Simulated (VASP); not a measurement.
# Ge8Sb8Te20F (a cell with a defect) in VASP: single point with PBE

Aim: the single point of Ge8Sb8Te20F (a cell with a defect) with PBE.

Program: VASP 6.6.1. These are calculated values, not measurements. Logs are shortened: lines on timing, memory, paths and dates and some standing lists are left out, and cuts for length are marked.

### 1 The cell of the first run

The cell holds a defect, 37 atoms: a = 9.684 Å, b = 11.452 Å, c = 11.452 Å, α = 64.75°, β = 89.94°, γ = 89.94°.

### 2 Single point, PBE, collinear spin

INCAR

```
SYSTEM = Ge8Sb8Te20F
PREC = Accurate
ENCUT = 520
EDIFF = 1E-6
ISMEAR = 0
SIGMA = 0.05
LREAL = Auto
LASPH = .True.
NELM = 200
ALGO = Normal
ISIF = 2
LWAVE = .False.
LCHARG = .False.
ISPIN = 2
MAGMOM = 0 0 0 0 0 0 0 0 0 0 0 0 0 0.5 0 0 0 0 0 0 0 0 0 0 0 0 0.5 0 0 0 0 0 0.5 0 0 0 0.5
LORBIT = 11
GGA = PE
NBANDS = 168
NELECT = 280.0
GGA_COMPAT = .False.
```

KPOINTS

```
regular mesh
0
Gamma
  1 1 1
  0 0 0
```

POSCAR

```
Ge8Sb8Te20F
1.0
    6.8472950000      0.0000000000      6.8476090000
   -6.8309770000      6.1320120000      6.8476090000
   -6.8309770000     -6.1320120000      6.8476090000
Ge Sb Te F
8 8 20 1
Direct
    0.5004267924      0.7988894906      0.7705401524
    0.4167877781      0.1826774589      0.3209371099
    0.8159514447      0.6297799116      0.3712278755
    1.0320556487      0.2372623279      0.7748637276
    0.2861673403      0.9001702279      1.0235732026
    0.3226168406      0.4570198200      0.4785204666
    0.8247617639      0.9812820262      0.4151833206
    0.7955248216      0.5148816280      0.9012231713
    0.1076733231      0.1567603166      0.1371350473
    0.0666531795      0.6698556477      0.6218908581
    0.6520385079      0.1576551697      0.6680708068
    0.5624034756      0.6357458128      0.1527672801
    0.4249919186      0.3392940820      0.8414764085
    0.3438609980      0.8020183949      0.3473545069
    0.8830381083      0.3326749953      0.3070227506
    0.9205891795      0.8317194944      0.7922259414
    0.4319364944      0.1317746763      0.1045477413
    0.3960642165      0.6591024065      0.6175841260
    0.9419093358      0.1119589386      0.6006230958
    0.8979184243      0.6298327118      0.1391621214
    0.2336009140      0.8674715435      0.8047210013
    0.2062189513      0.3379664369      0.3186834384
    0.6534424518      0.8486560993      0.2962885780
    0.7479596245      0.3211480493      0.8213157845
    0.0259298367      0.9930314278      1.0242085923
    0.0488446751      0.4669755033      0.5414484238
    0.5726596273      1.0160359674      0.5268544717
    0.5198880597      0.5452414596      0.9615748378
    0.2423836570      0.6397051105      0.1707209410
    0.3325175721      0.2046317615      0.6938000062
    0.7444344062      0.6916984694      0.6508201904
    0.7977007501      0.1807250802      0.1645044210
    0.0178557360      0.8208159061      0.3362765684
    0.1150794250      0.3890697245      0.8900268643
    0.6716409381      0.9025526673      0.8966584463
    0.5791055805      0.3660385619      0.3461376261
    0.3165722247      0.9637382589      0.3816323565
```

Potentials or basis: VASP PAW PBE potentials, release 64 (Ge_d, Sb, Te, F).

Run with:

```bash
$ cat potpaw_PBE.64/Ge_d/POTCAR potpaw_PBE.64/Sb/POTCAR potpaw_PBE.64/Te/POTCAR potpaw_PBE.64/F/POTCAR > POTCAR
$ mpirun -np 1 vasp_gam > vasp.out
```

OUTCAR:

```text
SYSTEM = Ge8Sb8Te20F
   PREC = Accurate
   ENCUT = 520
   EDIFF = 1E-6
   ISMEAR = 0
   LREAL = Auto
   LASPH = .True.
   NELM = 200
   ISIF = 2
   ISPIN = 2
   LORBIT = 11
   GGA = PE
   NELECT = 280.0

 ion  position               nearest neighbor table
   1  0.500  0.799  0.771-  21 2.78  35 2.78  28 2.80  27 2.92  18 3.01  31 3.22
   2  0.417  0.183  0.321-  22 2.70  36 2.74  27 2.76  17 2.78
   3  0.816  0.630  0.371-  23 2.77  20 2.77  33 2.83  26 3.04
   4  0.032  0.237  0.775-  34 2.71  26 2.84  25 3.03  24 3.03  19 3.04  30 3.12
   5  0.286  0.900  0.024-  25 2.74  21 2.74  29 2.76
   6  0.323  0.457  0.479-  26 2.76  30 2.89  22 2.94  36 3.30
   7  0.825  0.981  0.415-  32 2.82  27 2.86  23 2.95  33 3.02  19 3.28
   8  0.796  0.515  0.901-  31 2.76  24 2.78  28 2.81
   9  0.108  0.157  0.137-  25 2.81  34 2.94  32 3.04  17 3.19  22 3.64  33 3.64
  10  0.067  0.670  0.622-  26 2.85  33 3.01  31 3.16  18 3.19  34 3.40  16 3.51
  11  0.652  0.158  0.668-  27 2.84  35 2.98  19 3.01  30 3.17  24 3.20  36 3.50
  12  0.562  0.636  0.153-  28 2.82  36 2.94  29 3.11  20 3.25  35 3.38  23 3.58
  13  0.425  0.339  0.841-  30 2.88  17 2.94  34 3.15  24 3.15  28 3.33  18 3.47
  14  0.344  0.802  0.347-  37 2.07  18 2.86  23 3.06  33 3.16  29 3.42  17 3.71
  15  0.883  0.333  0.307-  32 2.97  36 3.02  20 3.12  22 3.13  19 3.28
  16  0.921  0.832  0.792-  35 2.95  19 3.02  21 3.07  31 3.21  10 3.51  20 3.65
  17  0.432  0.132  0.105-   2 2.78  13 2.94   9 3.19  14 3.71
  18  0.396  0.659  0.618-  14 2.86   1 3.01  10 3.19  31 3.43  13 3.47
  19  0.942  0.112  0.601-  11 3.01  16 3.02   4 3.04   7 3.28  15 3.28
  20  0.898  0.630  0.139-   3 2.77  15 3.12  12 3.25  29 3.36  16 3.65
  21  0.234  0.867  0.805-   5 2.74   1 2.78  16 3.07  30 3.64
  22  0.206  0.338  0.319-   2 2.70   6 2.94  15 3.13  29 3.15   9 3.64  36 3.65
  23  0.653  0.849  0.296-   3 2.77   7 2.95  14 3.06  33 3.56  12 3.58
  24  0.748  0.321  0.821-   8 2.78   4 3.03  13 3.15  11 3.20  32 3.59
  25  0.026  0.993  0.024-   5 2.74   9 2.81   4 3.03  33 3.26
  26  0.049  0.467  0.541-   6 2.76   4 2.84  10 2.85   3 3.04
  27  0.573  0.016  0.527-   2 2.76  11 2.84   7 2.86   1 2.92  36 3.64
  28  0.520  0.545  0.962-   1 2.80   8 2.81  12 2.82  13 3.33
  29  0.242  0.640  0.171-   5 2.76  12 3.11  22 3.15  20 3.36  14 3.42
  30  0.333  0.205  0.694-  13 2.88   6 2.89   4 3.12  11 3.17  21 3.64
  31  0.744  0.692  0.651-   8 2.76  10 3.16  16 3.21   1 3.22  18 3.43
  32  0.798  0.181  0.165-   7 2.82  15 2.97   9 3.04  24 3.59
  33  0.018  0.821  0.336-   3 2.83  10 3.01   7 3.02  14 3.16  25 3.26  23 3.56   9 3.64
  34  0.115  0.389  0.890-   4 2.71   9 2.94  13 3.15  10 3.40
  35  0.672  0.903  0.897-   1 2.78  16 2.95  11 2.98  12 3.38
  36  0.579  0.366  0.346-   2 2.74  12 2.94  15 3.02   6 3.30  11 3.50  27 3.64  22 3.65
  37  0.317  0.964  0.382-  14 2.07

  LATTYP: Found a base centered monoclinic cell.
 ALAT       =    19.3444561352
 B/A-ratio  =     0.6339813285
 C/A-ratio  =     0.5005961099
 COS(beta)  =    -0.0012388425

  Lattice vectors:

 A1 = (   6.8309770000,  -6.1320120000,  -6.8476090000)
 A2 = (   6.8309770000,   6.1320120000,  -6.8476090000)
 A3 = (   6.8472950000,   0.0000000000,   6.8476090000)

Analysis of symmetry for initial positions (statically):
=====================================================================
 Subroutine PRICEL returns:
 Original cell was already a primitive cell.

 Routine SETGRP: Setting up the symmetry group for a
 base centered monoclinic supercell.

 Subroutine GETGRP returns: Found  1 space group operations
 (whereof  1 operations were pure point group operations)
 out of a pool of  4 trial point group operations.

The static configuration has the point symmetry C_1 .

Analysis of symmetry for dynamics (positions and initial velocities):
=====================================================================
 Subroutine PRICEL returns:
 Original cell was already a primitive cell.

 Routine SETGRP: Setting up the symmetry group for a
 base centered monoclinic supercell.

 Subroutine GETGRP returns: Found  1 space group operations
 (whereof  1 operations were pure point group operations)
 out of a pool of  4 trial point group operations.

The dynamic configuration has the point symmetry C_1 .

Analysis of structural, dynamic, and magnetic symmetry:
=====================================================================
 Subroutine PRICEL returns:
 Original cell was already a primitive cell.

 Routine SETGRP: Setting up the symmetry group for a
 base centered monoclinic supercell.

 Subroutine GETGRP returns: Found  1 space group operations
 (whereof  1 operations were pure point group operations)
 out of a pool of  4 trial point group operations.

[... 127 lines left out ...]
  0.000000  0.000000  0.000000      1.000000
   k-points           NKPTS =      1   k-points in BZ     NKDIM =      1   number of bands    NBANDS=    168
   number of dos      NEDOS =    301   number of ions     NIONS =     37
   total plane-waves  NPLWV = 583200
   dimension x,y,z NGX =    72 NGY =   90 NGZ =   90
   dimension x,y,z NGXF=   144 NGYF=  180 NGZF=  180
   ions per type =               8   8  20   1
   NGX,Y,Z   is equivalent  to a cutoff of  12.36, 13.06, 13.06 a.u.
   NGXF,Y,Z  is equivalent  to a cutoff of  24.72, 26.13, 26.13 a.u.
 SYSTEM =  Ge8Sb8Te20F
   PREC   = accura    normal or accurate (medium, high low for compatibility)
   ISTART =      0    job   : 0-new  1-cont  2-samecut
   ICHARG =      2    charge: 1-file 2-atom 10-const
   ISPIN  =      2    spin polarized calculation?
   LNONCOLLINEAR =      F non collinear calculations
   LSORBIT =      F    spin-orbit coupling
   LASPH  =      T    aspherical Exc in radial PAW
   ENCUT  =  520.0 eV  38.22 Ry    6.18 a.u.  18.01 21.29 21.29*2*pi/ulx,y,z
   NELM   =    200;   NELMIN=  2; NELMDL= -5     # of ELM steps
   EDIFF  = 0.1E-05   stopping-criterion for ELM
   LREAL  =      T    real-space projection
   EDIFFG = 0.1E-04   stopping-criterion for IOM
   NSW    =      0    number of steps for IOM
[... 5 lines left out ...]
   TEBEG  =    0.0;   TEEND  =   0.0 temperature during run
   PSTRESS=    0.0 pullay stress
   NELECT =     280.0000    total number of electrons
   NUPDOWN=      -1.0000    fix difference up-down
   EMIN   =  10.00;   EMAX   =-10.00  energy-range for DOS
   EFERMI =   0.00;   METHOD = LEGACY
   ISMEAR =     0;   SIGMA  =   0.05  broadening in eV -4-tet -1-fermi 0-gaus
   EFERMI_NEDOS =   21; number of points for ismear=-14 and -15
   IALGO  =     38    algorithm
   IMIX   =      4    mixing-type and parameters
     AMIX     =   0.40;   BMIX     =  1.00
     AMIX_MAG =   1.60;   BMIX_MAG =  1.00
  volume/ion in A,a.u.               =      31.05       209.51
  Fermi-wavevector in a.u.,A,eV,Ry     =   1.022649  1.932526 14.229112  1.045810
  Thomas-Fermi vector in A             =   2.156339
   LORBIT       =     11    0 simple, 1 ext, 2 COOP (PROOUT), +10 PAW based schemes
   GGA     = PE    functional components
   LHFCALC =     F    Hartree Fock is set to
   AEXX    =    0.0000 exact exchange contribution
   IVDW    =     0    specifies the selected vdW correction
   LEPSILON=     F    determine dielectric tensor
   LRPA    =     F    only Hartree local field effects (RPA)
 spin polarized calculation
 Gauss-broadening in eV      SIGMA  =   0.05
  energy-cutoff  :      520.00
  volume of cell :     1148.69
 maximum number of plane-waves:     15453
   NGX = 37   NGY = 43   NGZ = 43

 number of electron     280.0000020 magnetization      -0.0006062

 number of electron     280.0000020 magnetization       0.0000431

 Free energy of the ion-electron system (eV)
  ---------------------------------------------------
  ext. energy  EPLUGINS =         0.00000000
  ---------------------------------------------------
  free energy    TOTEN  =      -133.40667291 eV

  energy without entropy =     -133.40621020  energy(sigma->0) =     -133.40644156

 E-fermi :   5.7822     XC(G=0):  -9.1677

 val. band max:        5.6725972601   @ k =   0.0000   0.0000   0.0000
 cond. band min:       5.8917644771   @ k =   0.0000   0.0000   0.0000
 fundamental gap:      0.2191672170
 Fermi energy:         5.7821807552

 spin component 1

 k-point     1 :       0.0000    0.0000    0.0000
  band No.  band energies     occupation
      1     -19.4329      1.00000
      2     -19.4132      1.00000
      3     -19.4108      1.00000
      4     -19.3885      1.00000
      5     -19.3837      1.00000
      6     -19.2029      1.00000
[... 144 lines left out ...]
    151       7.1284      0.00000
    152       7.1756      0.00000
 Fermi energy:         5.7821807552

 spin component 2

 k-point     1 :       0.0000    0.0000    0.0000
  band No.  band energies     occupation
      1     -19.4329      1.00000
      2     -19.4132      1.00000
      3     -19.4108      1.00000
      4     -19.3885      1.00000
      5     -19.3837      1.00000
      6     -19.2029      1.00000
[... 144 lines left out ...]
    151       7.1284      0.00000
    152       7.1756      0.00000
 [bands above 152 left out]

------------------------ aborting loop because EDIFF is reached ----------------------------------------

  FORCE on cell =-STRESS in cart. coord.  units (eV):
  Direction    XX          YY          ZZ          XY          YZ          ZX
  --------------------------------------------------------------------------------------
  -------------------------------------------------------------------------------------
  Total       15.4562181     45.5232759      6.1665758     -2.0092183     -0.4452944     -9.8820728
  in kB       21.5581077     63.4952018      8.6010500     -2.8024284     -0.6210901    -13.7833711
  external PRESSURE =      31.2181198 kB  Pullay stress =       0.0000000 kB

 VOLUME and BASIS-vectors are now :
 -----------------------------------------------------------------------------
  energy-cutoff  :      520.00
  volume of cell :     1148.69
      direct lattice vectors                 reciprocal lattice vectors
     6.847295000  0.000000000  6.847609000     0.073108650  0.000000000  0.072931078
    -6.830977000  6.132012000  6.847609000    -0.036554325  0.081539306  0.036552649
    -6.830977000 -6.132012000  6.847609000    -0.036554325 -0.081539306  0.036552649

 POSITION                                       TOTAL-FORCE (eV/Angst)
 -----------------------------------------------------------------------------------
     -7.29417      0.17384     14.17357        -0.063796      0.119069      0.025201
     -0.58631     -0.84781      6.30256         0.103981      0.021524     -0.152390
     -1.25080      1.58544     12.44183        -0.258837     -0.016323      0.100917
     -6.69432     -3.29658      7.15015         0.210498     -0.008594     -0.100244
     -4.35060      5.37530      8.28500         0.014665      0.109092      0.119566
     -4.18160     -0.13184      8.61537         0.055000      0.020771      0.022577
[... 29 lines left out ...]
     -0.89955      0.12203      8.84219        -0.105937     -0.067361      0.077329
     -7.02253      3.56948     11.38033        -0.116410     -0.002668      0.001364
 -----------------------------------------------------------------------------------
    total drift:                               -0.004959     -0.009996     -0.008289

  FREE ENERGIE OF THE ION-ELECTRON SYSTEM (eV)
  ---------------------------------------------------
  free  energy   TOTEN  =      -133.4066729085 eV

  energy  without entropy=     -133.4062102031  energy(sigma->0) =     -133.40644156

 total charge

# of ion       s       p       d       tot
------------------------------------------
    1        1.279   0.874  10.031  12.184
    2        1.305   0.854  10.028  12.188
    3        1.314   0.835  10.013  12.161
    4        1.304   0.835  10.022  12.161
    5        1.307   0.881  10.008  12.195
    6        1.332   0.789  10.007  12.128
[... 29 lines left out ...]
   36        1.408   1.921   0.039   3.369
   37        1.752   4.311   0.000   6.063
--------------------------------------------------
tot         50.683  57.242  81.166 189.091

 magnetization (x)

# of ion       s       p       d       tot
------------------------------------------
    1        0.000   0.000  -0.000   0.000
    2        0.000   0.000   0.000   0.000
    3       -0.000  -0.000  -0.000  -0.000
    4       -0.000  -0.000  -0.000  -0.000
    5        0.000   0.000   0.000   0.000
    6        0.000  -0.000  -0.000  -0.000
[... 29 lines left out ...]
   36       -0.000  -0.000  -0.000  -0.000
   37        0.000   0.000   0.000   0.000
--------------------------------------------------
tot         -0.000  -0.000   0.000  -0.000
```

Run time: 31 min. Hardware: 1 thread of Intel Xeon 8259CL, shared host; peak memory 1.5 GiB.

Results:

```yaml
Free_energy: -133.4067 eV
Largest_force: 0.456 eV/Å
Net_moment: 0.00 μB per cell
Valence_electrons_inside_the_program's_atomic_spheres: Ge 12.18, 12.19, 12.16, 12.20, 12.13, 12.14 (each value once); Sb 2.35, 2.34, 2.33, 2.29, 2.32, 2.31 (each value once); Te 3.34, 3.35, 3.33, 3.37, 3.36, 3.38, 3.39, 3.32 (each value once); F 6.06
```

Forces on the atoms (eV/Å):
```
Ge  -0.064  0.119  0.025
Ge   0.104  0.022 -0.152
Ge  -0.259 -0.016  0.101
Ge   0.210 -0.009 -0.100
Ge   0.015  0.109  0.120
Ge   0.055  0.021  0.023
Ge  -0.003 -0.058  0.132
Ge  -0.014 -0.072  0.016
Sb   0.109 -0.097  0.086
Sb  -0.106 -0.007  0.188
Sb   0.020 -0.033  0.012
Sb   0.005  0.005  0.035
Sb   0.000  0.020  0.076
Sb   0.166  0.258 -0.337
Sb  -0.027  0.066  0.170
Sb   0.138  0.049  0.247
Te  -0.173  0.035  0.042
Te  -0.020 -0.181  0.031
Te  -0.116 -0.055 -0.126
Te  -0.003 -0.193 -0.091
Te   0.166  0.031 -0.318
Te  -0.073 -0.093 -0.142
Te   0.232 -0.172  0.029
Te   0.004  0.000  0.039
Te  -0.109  0.080 -0.105
Te   0.046  0.092 -0.058
Te  -0.041  0.093  0.059
Te   0.043 -0.033 -0.028
Te  -0.106  0.112  0.201
Te  -0.039 -0.088 -0.010
Te   0.053 -0.048 -0.106
Te  -0.003  0.063 -0.140
Te   0.046 -0.072 -0.029
Te  -0.024  0.077  0.128
Te  -0.008  0.047 -0.095
Te  -0.106 -0.067  0.077
F   -0.116 -0.003  0.001
```

Levels at points of the mesh, in eV from the Fermi level:
Spin up:
| k point | band 137 | band 138 | band 139 | band 140 | band 141 | band 142 | band 143 | band 144 |
| --- | --- | --- | --- | --- | --- | --- | --- | --- |
| (0.00, 0.00, 0.00) | -0.80 | -0.70 | -0.68 | -0.11 | 0.11 | 0.33 | 0.42 | 0.52 |
Spin down:
```csv
k point,band 136,band 137,band 138,band 139,band 140,band 141,band 142,band 143,band 144,band 145
"(0.00, 0.00, 0.00)",-0.98,-0.80,-0.70,-0.68,-0.11,0.11,0.33,0.42,0.52,0.71
```

Caveat: the k points lie up to 0.65 Å⁻¹ apart; the cell carries a net charge on a neutralising background, which shifts energy and pressure; the cell is charged against a uniform background, so pressure and absolute levels hang on convention; spin-orbit coupling is left out, which moves the levels of the heavy elements.
